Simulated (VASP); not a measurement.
# Cu (C2/m) in VASP: further runs, part 2 of 2

VASP 6.6.1. The steps go on from the part before.

## 4. Single point, PBE (atoms displaced along several vibrational modes)

Contents of INCAR:

```
SYSTEM = Cu
PREC = Accurate
ENCUT = 520
EDIFF = 1E-7
ISMEAR = 0
SIGMA = 0.15
LREAL = .FALSE.
LASPH = .TRUE.
NELM = 60
ALGO = Fast
ISIF = 2
LWAVE = .FALSE.
LCHARG = .TRUE.
GGA = PE
LELF = .TRUE.
LVHAR = .TRUE.
NBANDS = 18
```

Contents of KPOINTS:

```
Automatic mesh
0
G
  21 21 10
  0 0 0
```

Contents of POSCAR:

```
Cu
1.0
    2.5672412656      0.0000000000      0.0000000000
   -1.2836206328      2.2232961536      0.0000000000
    0.0000000000      0.0000000000      4.1920560930
Cu
2
Direct
    0.3162415932      0.6324831865      0.2324668377
    0.6837584068      0.3675168135      0.7675331623
```

Potentials or basis: VASP PAW PBE potentials, release 64 (Cu).

On the command line:

```console
cat potpaw_PBE.64/Cu/POTCAR > POTCAR
mpirun -np 1 vasp_std > vasp.out
```

OUTCAR:

```text
SYSTEM = Cu
   PREC = Accurate
   ENCUT = 520
   EDIFF = 1E-7
   ISMEAR = 0
   LREAL = .FALSE.
   LASPH = .TRUE.
   NELM = 60
   ISIF = 2
   GGA = PE

 ion  position               nearest neighbor table
   1  0.316  0.632  0.232-   2 2.41   2 2.41   2 2.54   2 2.65   2 2.65   2 2.78
   2  0.684  0.368  0.768-   1 2.41   1 2.41   1 2.54   1 2.65   1 2.65   1 2.78

  LATTYP: Found a hexagonal cell.
 ALAT       =     2.5672412656
 C/A-ratio  =     1.6329030501

  Lattice vectors:

 A1 = (   2.5672412656,   0.0000000000,   0.0000000000)
 A2 = (  -1.2836206328,   2.2232961536,   0.0000000000)
 A3 = (   0.0000000000,   0.0000000000,   4.1920560930)

Analysis of symmetry for initial positions (statically):
=====================================================================
 Subroutine PRICEL returns:
 Original cell was already a primitive cell.

 Routine SETGRP: Setting up the symmetry group for a
 hexagonal supercell.

 Subroutine GETGRP returns: Found  4 space group operations
 (whereof  4 operations were pure point group operations)
 out of a pool of 24 trial point group operations.

The static configuration has the point symmetry C_2h.

Analysis of symmetry for dynamics (positions and initial velocities):
=====================================================================
 Subroutine PRICEL returns:
 Original cell was already a primitive cell.

 Routine SETGRP: Setting up the symmetry group for a
 hexagonal supercell.

 Subroutine GETGRP returns: Found  4 space group operations
 (whereof  4 operations were pure point group operations)
 out of a pool of 24 trial point group operations.

The dynamic configuration has the point symmetry C_2h.

 Subroutine INISYM returns: Found  4 space group operations
 (whereof  4 operations are pure point group operations),
 and found     1 'primitive' translations

----------------------------------------------------------------------------------------

                                     Primitive cell

  volume of cell :      23.9272

  direct lattice vectors                    reciprocal lattice vectors
     2.567241266  0.000000000  0.000000000     0.389523187  0.224891317  0.000000000
    -1.283620633  2.223296154  0.000000000     0.000000000  0.449782634  0.000000000
     0.000000000  0.000000000  4.192056093     0.000000000  0.000000000  0.238546426

  length of vectors
     2.567241266  2.567241266  4.192056093     0.449782634  0.449782634  0.238546426

  position of ions in fractional coordinates (direct lattice)
     0.316241593  0.632483186  0.232466838
     0.683758407  0.367516814  0.767533162

  ion indices of the primitive-cell ions
   primitive index   ion index
                 1           1
                 2           2

----------------------------------------------------------------------------------------

 KPOINTS: Automatic mesh

Automatic generation of k-mesh.
 Grid dimensions read from file:
 generate k-points for:   21   21   10

 Generating k-lattice:

  Cartesian coordinates                     Fractional coordinates (reciprocal lattice)
     0.018548723  0.010709110  0.000000000     0.047619048  0.000000000  0.000000000
     0.000000000  0.021418221  0.000000000     0.000000000  0.047619048  0.000000000
     0.000000000  0.000000000  0.023854643     0.000000000  0.000000000  0.100000000

  Length of vectors
     0.021418221  0.021418221  0.023854643

  Shift w.r.t. Gamma in fractional coordinates (k-lattice)
     0.000000000  0.000000000  0.000000000

 Subroutine IBZKPT returns following result:
 ===========================================

 Found   1166 irreducible k-points:

 Following reciprocal coordinates:
            Coordinates               Weight
  0.000000  0.000000  0.000000      1.000000
  0.047619  0.000000  0.000000      4.000000
  0.000000  0.047619  0.000000      2.000000
  0.095238  0.000000  0.000000      4.000000
  0.000000  0.095238  0.000000      2.000000
  0.142857  0.000000  0.000000      4.000000
[... 16 lines left out ...]
 -0.095238  0.047619  0.000000      2.000000
  0.095238  0.047619  0.000000      4.000000
 [... further k-points ...]
   k-points           NKPTS =   1166   k-points in BZ     NKDIM =   1166   number of bands    NBANDS=     18
   number of dos      NEDOS =    301   number of ions     NIONS =      2
   total plane-waves  NPLWV =  12800
   dimension x,y,z NGX =    20 NGY =   20 NGZ =   32
   dimension x,y,z NGXF=    40 NGYF=   40 NGZF=   64
   ions per type =               2
   NGX,Y,Z   is equivalent  to a cutoff of  12.95, 12.95, 12.69 a.u.
   NGXF,Y,Z  is equivalent  to a cutoff of  25.90, 25.90, 25.38 a.u.
 SYSTEM =  Cu
   PREC   = accura    normal or accurate (medium, high low for compatibility)
   ISTART =      0    job   : 0-new  1-cont  2-samecut
   ICHARG =      2    charge: 1-file 2-atom 10-const
   ISPIN  =      1    spin polarized calculation?
   LNONCOLLINEAR =      F non collinear calculations
   LSORBIT =      F    spin-orbit coupling
   LASPH  =      T    aspherical Exc in radial PAW
   ENCUT  =  520.0 eV  38.22 Ry    6.18 a.u.   4.77  4.77  7.79*2*pi/ulx,y,z
   NELM   =     60;   NELMIN=  2; NELMDL= -5     # of ELM steps
   EDIFF  = 0.1E-06   stopping-criterion for ELM
   LREAL  =      F    real-space projection
   EDIFFG = 0.1E-05   stopping-criterion for IOM
   NSW    =      0    number of steps for IOM
   IBRION =     -1    ionic relax: 0-MD 1-quasi-New 2-CG
   NFREE  =      0    steps in history (QN), initial steepest desc. (CG)
   ISIF   =      2    stress and relaxation
   ISYM   =      2    0-nonsym 1-usesym 2-fastsym
   POTIM  = 0.5000    time-step for ionic-motion
   TEBEG  =    0.0;   TEEND  =   0.0 temperature during run
   PSTRESS=    0.0 pullay stress
   NELECT =      22.0000    total number of electrons
   NUPDOWN=      -1.0000    fix difference up-down
   EMIN   =  10.00;   EMAX   =-10.00  energy-range for DOS
   EFERMI =   0.00;   METHOD = LEGACY
   ISMEAR =     0;   SIGMA  =   0.15  broadening in eV -4-tet -1-fermi 0-gaus
   EFERMI_NEDOS =   21; number of points for ismear=-14 and -15
   IALGO  =     68    algorithm
   IMIX   =      4    mixing-type and parameters
     AMIX     =   0.40;   BMIX     =  1.00
     AMIX_MAG =   1.60;   BMIX_MAG =  1.00
  volume/ion in A,a.u.               =      11.96        80.73
  Fermi-wavevector in a.u.,A,eV,Ry     =   1.591911  3.008275 34.479607  2.534180
  Thomas-Fermi vector in A             =   2.690378
   LORBIT       =      0    0 simple, 1 ext, 2 COOP (PROOUT), +10 PAW based schemes
   GGA     = PE    functional components
   LHFCALC =     F    Hartree Fock is set to
   AEXX    =    0.0000 exact exchange contribution
   IVDW    =     0    specifies the selected vdW correction
   LEPSILON=     F    determine dielectric tensor
   LRPA    =     F    only Hartree local field effects (RPA)
 non-spin polarized calculation
 RMM-DIIS sequential band-by-band and
 Gauss-broadening in eV      SIGMA  =   0.15
  energy-cutoff  :      520.00
  volume of cell :       23.93
 maximum number of plane-waves:       664
   NGX =  9   NGY =  9   NGZ = 15

 number of electron      22.0000007 magnetization

 Free energy of the ion-electron system (eV)
  ---------------------------------------------------
  ext. energy  EPLUGINS =         0.00000000
  ---------------------------------------------------
  free energy    TOTEN  =        -7.35183798 eV

  energy without entropy =       -7.34459303  energy(sigma->0) =       -7.34821550

 E-fermi :   7.4480     XC(G=0): -12.6383

 val. band max:        7.4455653263   @ k =   0.4762   0.2857   0.0000
 cond. band min:       7.4507700485   @ k =  -0.0476  -0.4762   0.3000
 fundamental gap:      0.0052047222
 Fermi energy:         7.4480413990

 k-point     1 :       0.0000    0.0000    0.0000
  band No.  band energies     occupation
      1      -1.8431      2.00000
      2       2.3813      2.00000
      3       4.3433      2.00000
      4       4.4224      2.00000
      5       4.5004      2.00000
      6       4.6113      2.00000
[... 10 lines left out ...]
     17      29.9089      0.00000
     18      30.9485      0.00000
[... 463 lines left out ...]
 k-point    24 :       0.0952    0.0476    0.0000
  band No.  band energies     occupation
      1      -1.3392      2.00000
      2       2.6563      2.00000
      3       4.1594      2.00000
      4       4.4395      2.00000
      5       4.5586      2.00000
      6       4.6595      2.00000
[... 10 lines left out ...]
     17      31.0325      0.00000
     18      31.4943      0.00000

 [... further k-points ...]

------------------------ aborting loop because EDIFF is reached ----------------------------------------

  FORCE on cell =-STRESS in cart. coord.  units (eV):
  Direction    XX          YY          ZZ          XY          YZ          ZX
  --------------------------------------------------------------------------------------
  -------------------------------------------------------------------------------------
  Total        0.5609259      0.0015571      0.8793821      0.0000000      0.1814704      0.0000000
  in kB       37.5599494      0.1042623     58.8839734      0.0000000     12.1513681      0.0000000
  external PRESSURE =      32.1827284 kB  Pullay stress =       0.0000000 kB

 VOLUME and BASIS-vectors are now :
 -----------------------------------------------------------------------------
  energy-cutoff  :      520.00
  volume of cell :       23.93
      direct lattice vectors                 reciprocal lattice vectors
     2.567241266  0.000000000  0.000000000     0.389523187  0.224891317  0.000000000
    -1.283620633  2.223296154  0.000000000     0.000000000  0.449782634  0.000000000
     0.000000000  0.000000000  4.192056093     0.000000000  0.000000000  0.238546426

 POSITION                                       TOTAL-FORCE (eV/Angst)
 -----------------------------------------------------------------------------------
     -0.00000      1.40620      0.97451         0.000000      0.177997      1.094155
      1.28362      0.81710      3.21754         0.000000     -0.177997     -1.094155
 -----------------------------------------------------------------------------------
    total drift:                                0.000000      0.000000      0.000000

  FREE ENERGIE OF THE ION-ELECTRON SYSTEM (eV)
  ---------------------------------------------------
  free  energy   TOTEN  =        -7.3518379755 eV

  energy  without entropy=       -7.3445930267  energy(sigma->0) =       -7.34821550
```

OSZICAR:

```text
N       E                     dE             d eps       ncg     rms          rms(c)
DAV:   1     0.122417510172E+03    0.12242E+03   -0.10565E+04 45328   0.218E+03
DAV:   2    -0.303154610478E+01   -0.12545E+03   -0.11908E+03 42068   0.286E+02
DAV:   3    -0.907187616911E+01   -0.60403E+01   -0.58173E+01 46822   0.856E+01
DAV:   4    -0.913648934582E+01   -0.64613E-01   -0.64567E-01 49464   0.951E+00
DAV:   5    -0.913734492258E+01   -0.85558E-03   -0.85555E-03 51018   0.941E-01    0.108E+01
RMM:   6    -0.804388462193E+01    0.10935E+01   -0.10688E+01 49069   0.579E+01    0.618E+00
RMM:   7    -0.737248445852E+01    0.67140E+00   -0.19248E+00 48455   0.257E+01    0.141E+00
RMM:   8    -0.735344801468E+01    0.19036E-01   -0.58660E-02 49524   0.226E+00    0.283E-01
RMM:   9    -0.735180857582E+01    0.16394E-02   -0.15427E-02 50943   0.232E+00    0.145E-01
RMM:  10    -0.735180538355E+01    0.31923E-05   -0.30948E-03 53898   0.485E-01    0.381E-02
RMM:  11    -0.735182911998E+01   -0.23736E-04   -0.41771E-04 56404   0.265E-01    0.198E-02
RMM:  12    -0.735183664339E+01   -0.75234E-05   -0.14295E-04 57347   0.106E-01    0.871E-03
RMM:  13    -0.735183770990E+01   -0.10665E-05   -0.29791E-05 59833   0.482E-02    0.324E-03
RMM:  14    -0.735183789421E+01   -0.18431E-06   -0.20478E-06 48944   0.113E-02    0.335E-03
RMM:  15    -0.735183774051E+01    0.15370E-06   -0.26253E-07 35156   0.672E-03    0.284E-03
RMM:  16    -0.735183789671E+01   -0.15620E-06   -0.13235E-07 27955   0.517E-03    0.338E-03
RMM:  17    -0.735183804229E+01   -0.14558E-06   -0.49397E-08 26376   0.211E-03    0.408E-03
RMM:  18    -0.735183797551E+01    0.66774E-07   -0.19744E-08 26800   0.237E-03
   1 F= -.73518380E+01 E0= -.73482155E+01  d E =-.724495E-02
```

stdout:

```text
POSCAR found type information on POSCAR Cu
 POSCAR found :  1 types and       2 ions
 scaLAPACK will be used
 LDA part: xc-table for (Slater+PW92), standard interpolation
[... 41 lines left out ...]
 num prob  num prob  num prob  num prob  num prob  num prob  num prob  num prob  num prob  num prob  num prob  num prob  num prob  num prob  num prob  num prob WARNING in EDDRMM: call to ZHEGV failed, returncode =   6  3     17
 num prob  num prob  num prob  num prob WARNING in EDDRMM: call to ZHEGV failed, returncode =   6  3     14
 num prob  num prob  num prob  num prob  num prob  num prob  num prob  num prob  num prob  num prob  num prob  num prob  num prob WARNING in EDDRMM: call to ZHEGV failed, returncode =   6  3     17
 num prob  num prob  num prob  num prob  num prob  num prob  num prob  num prob  num prob  num prob  num prob  num prob  num prob  num prob  num prob  num prob RMM:  18    -0.735183797551E+01    0.66774E-07   -0.19744E-08 26800   0.237E-03
```

Run time: 16 min. Hardware: 1 thread of Intel Xeon 8259CL, shared host; peak memory 0.49 GiB.

Results:

```
Free energy            : -7.3518 eV
Pressure               : 3.2 GPa
Largest force          : 1.109 eV/Å
Band gap on the k mesh : zero (bands 11 and 12 overlap by 5.86 eV)
```

Forces on the atoms (eV/Å):
```
Cu   0.000  0.178  1.094
Cu   0.000 -0.178 -1.094
```

Stress tensor (GPa, compression positive):
```
3.76 0.00 0.00
0.00 0.01 1.22
0.00 1.22 5.89
```

Levels at points of the mesh, in eV from the Fermi level:
```csv
k point,band 7,band 8,band 9,band 10,band 11,band 12,band 13,band 14,band 15,band 16
"(0.00, 0.00, 0.00)",-2.78,-2.55,-2.28,-1.88,-1.60,-0.91,3.60,20.98,21.23,22.20
"(0.00, 0.00, 0.50)",-2.99,-2.94,-2.15,-1.98,-1.87,-1.86,11.46,13.20,21.77,22.10
```

Caveat: the cell differs from its parent crystal (atoms displaced along several vibrational modes); the stress differs along the axes, from 0 to 6 GPa; forces of over 1 eV/Å act on the atoms, so gaps and moduli don't describe the material at rest.

## 5. Summary

| cell | further INCAR settings | gap on the mesh (eV) | pressure (GPa) | largest force (eV/Å) |
| --- | --- | --- | --- | --- |
| as given, atomic positions A | ALGO = Fast; EDIFF = 1e-06; NBANDS = 18 | none | 9.3 | 2.50 |
| as given, atomic positions B | ALGO = Fast; EDIFF = 1e-06; NBANDS = 18 | none | 3.4 | 1.20 |
| as given, atomic positions C | ALGO = Fast; EDIFF = 1e-07; NBANDS = 18 | none | 3.2 | 1.11 |

Alike in all rows: task single point; level PBE; potentials or basis VASP PAW PBE potentials, release 64 (Cu); no spin polarisation; k mesh 21 × 21 × 10; cutoff (eV) 520; smearing gaussian 0.15 eV.

Caveats: forces of over 1 eV/Å act on the atoms, so gaps and moduli don't describe the material at rest; the stress differs along the axes, from 3 to 15 GPa (at least some runs); the stress differs along the axes, from -3 to 7 GPa (at least some runs); the stress differs along the axes, from 0 to 6 GPa (at least some runs).

Absolute energies hang on the potentials; compare differences alone.
